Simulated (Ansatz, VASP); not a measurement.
# Ti in VASP and in Ansatz

Contents of INCAR:

```
ALGO = Fast
EDIFF = 1E-6
ENCUT = 520
GGA = PS
ISIF = 2
ISMEAR = 0
LASPH = T
LCHARG = F
LREAL = F
LWAVE = F
NBANDS = 12
NELM = 60
PREC = Accurate
SIGMA = 0.15
```

Contents of KPOINTS:

```
k-points
0
Gamma
  22 22 22
```

POSCAR

```
Ti
1.0
   -1.5536162530      1.5536162530      1.8040591930
    1.5536162530     -1.5536162530      1.8040591930
    1.5536162530      1.5536162530     -1.8040591930
Ti
1
Direct
    0.0000000000      0.0000000000      0.0000000000
```

Input for Ansatz:

```yaml
crystal:
  lattice:
    - [-1.553616253, 1.553616253, 1.804059193]
    - [1.553616253, -1.553616253, 1.804059193]
    - [1.553616253, 1.553616253, -1.804059193]
  atoms:
    - { symbol: Ti, position: [0.0, 0.0, 0.0] }
basis:
  ecutwfc: 520.0
kpoints:
  mp_grid: { grid: [22, 22, 22] }
hamiltonian:
  xc: pbesol
  pseudopotentials: { kind: paw, azcp: { folder: soft_1 } }
scf:
  occupations: { method: gaussian, width: 0.15 }
output:
  forces: true
  stress: true
  eigenvalues: true
```

Alike in both runs: task single point; functional PBEsol; k mesh 22 × 22 × 22; occupations gaussian, width 0.15 eV; no spin polarisation.

|  | VASP | Ansatz |
| --- | --- | --- |
| version | VASP 6.6.1 | Ansatz 0.2.0 |
| potentials or method | VASP PAW PBE potentials, release 64 (Ti_sv), cutoff 520 eV | scalar-relativistic, plane waves, PAW |
| valence electrons in the cell | 12 | 12 |

```csv
,VASP,Ansatz,Ansatz less VASP
gap on the k mesh at the Fermi level (eV),none,none,-
pressure (GPa),-5.1,-4.9,+0.24
"traceless stress, the component that is largest in VASP (GPa)",1.93,1.93,0.000
```

VASP's potentials were made for PBE, not for PBEsol, and Ansatz warns of the same on its side. A gap of «none» marks a metal or a gap that the smearing closes.
